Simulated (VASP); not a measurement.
Wanted: the native input for a VASP 6.6.1 run.

```
Task                   : single point
Functional             : PBE
Potentials or basis    : VASP PAW PBE potentials, release 64 (P, C)
Cutoff                 : 600 eV
k mesh                 : 5 × 5 × 5
Occupations            : gaussian, width 0.2 eV
Spin                   : no spin polarisation
Dipole correction      : no
Further INCAR settings : ALGO = Normal; EDIFF = 1e-06; NBANDS = 17
```

The structure of PC lies in POSCAR:

```
PC
1.0
    0.0000000000      2.7371486402      2.7371486402
    2.7371486402      0.0000000000      2.7371486402
    2.7371486402      2.7371486402      0.0000000000
P C
2 2
Direct
    0.0000000000      0.0000000000      0.0000000000
    0.2500000000      0.2500000000      0.2500000000
    0.5000000000      0.5000000000      0.5000000000
    0.7500000000      0.7500000000      0.7500000000
```

One way to write it, as run:

INCAR

```
SYSTEM = PC
PREC = Accurate
ENCUT = 600
EDIFF = 1E-6
ISMEAR = 0
SIGMA = 0.2
LREAL = .False.
LASPH = .True.
NELM = 120
ALGO = Normal
ISIF = 2
LWAVE = .False.
LCHARG = .False.
GGA = PE
NBANDS = 17
GGA_COMPAT = .False.
```

KPOINTS

```
regular mesh
0
Gamma
  5 5 5
  0 0 0
```

Potentials or basis: VASP PAW PBE potentials, release 64 (P, C).

Run with:

```console
$ cat potpaw_PBE.64/P/POTCAR potpaw_PBE.64/C/POTCAR > POTCAR
$ mpirun -np 1 vasp_std > vasp.out
```

Results of the run:

The pressure is -0.3 GPa and the band gap on the k mesh is zero (band 9 reaches 10.54 eV, above the bottom of band 10 at 7.71 eV).

Caveat: the k points lie up to 0.40 Å⁻¹ apart.

Wall time 3.7 s on 1 thread of Intel(R) Xeon(R) 6975P-C (Granite Rapids), with other jobs on the host, peak memory 0.16 GiB.
